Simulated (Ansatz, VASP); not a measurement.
**Two plane-wave programs on AlN**

```
Al N
1.0
     3.59323    0.00000    0.00000
    -1.79661    3.11182    0.00000
     0.00000    0.00000    7.11590
Al N
3 3
Direct
  0.77401 0.00000 0.33333
  0.00000 0.77401 0.66667
  0.22599 0.22599 0.00000
  0.68557 0.00000 0.83333
  0.00000 0.68557 0.16667
  0.31443 0.31443 0.50000
```

Alike in both runs: task single point; functional PBE; k mesh 6 × 6 × 4; occupations gaussian, width 0.1 eV; no spin polarisation.

|  | VASP | Ansatz |
| --- | --- | --- |
| version | VASP 6.6.1 | Ansatz 0.2.0 |
| potentials or method | VASP PAW PBE potentials, release 64 (Al, N), cutoff 520 eV | scalar-relativistic, plane waves, PAW |
| valence electrons in the cell | 24 | 24 |

Ansatz gave:

| Quantity | Value |
| --- | --- |
| gap on the k mesh at the Fermi level (eV) | 0.19 |
| least direct gap on the mesh (eV) | 0.92 |
| rms of the force components (eV/Å) | 0.329 |

Task: Which values does VASP return?

Result: gap on the k mesh at the Fermi level (eV): 0.18; least direct gap on the mesh (eV): 0.91; rms of the force components (eV/Å): 0.326.

Atom by atom the forces differ by 0.003 eV/Å (rms over components). With one functional, cell and mesh, what is left measures potentials, basis and numerics.
